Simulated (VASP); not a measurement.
**SiO2 (fluorite type): single point with PBE**

SiO2 (fluorite type):

```xyz
3
Lattice="0.0000 2.3361 2.3361 2.3361 0.0000 2.3361 2.3361 2.3361 0.0000" Properties=species:S:1:pos:R:3 pbc="T T T"
Si    0.0000    0.0000    0.0000
O     1.1680    1.1680    1.1680
O     3.5041    3.5041    3.5041
```

```json
{
 "Program": "VASP 6.6.1",
 "Task": "single point",
 "Functional": "PBE",
 "Potentials or basis": "VASP PAW PBE potentials, release 64 (Si, O)",
 "Cutoff": "600 eV",
 "k mesh": "41 × 41 × 41",
 "Occupations": "fermi-dirac, width 0.0612256 eV",
 "Spin": "no spin polarisation"
}
```

```
Pressure               : -13.8 GPa
Band gap on the k mesh : 1.01 eV (least direct gap 1.93 eV)
```

Levels at points of the mesh, in eV from the valence-band top:
| k point | band 5 | band 6 | band 7 | band 8 | band 9 | band 10 | band 11 | band 12 |
| --- | --- | --- | --- | --- | --- | --- | --- | --- |
| (0.00, 0.00, 0.00) | -5.16 | -2.06 | -2.06 | -2.06 | 1.01 | 5.73 | 5.73 | 5.73 |

Run time: 13 min on 1 thread of Intel(R) Xeon(R) Platinum 8259CL CPU @ 2.50GHz (Skylake/Cascade Lake), with other jobs on the host, peak memory 0.75 GiB.

Caveat: the cell stands under tension; an odd mesh through Γ misses points on the zone boundary, where band edges can lie.
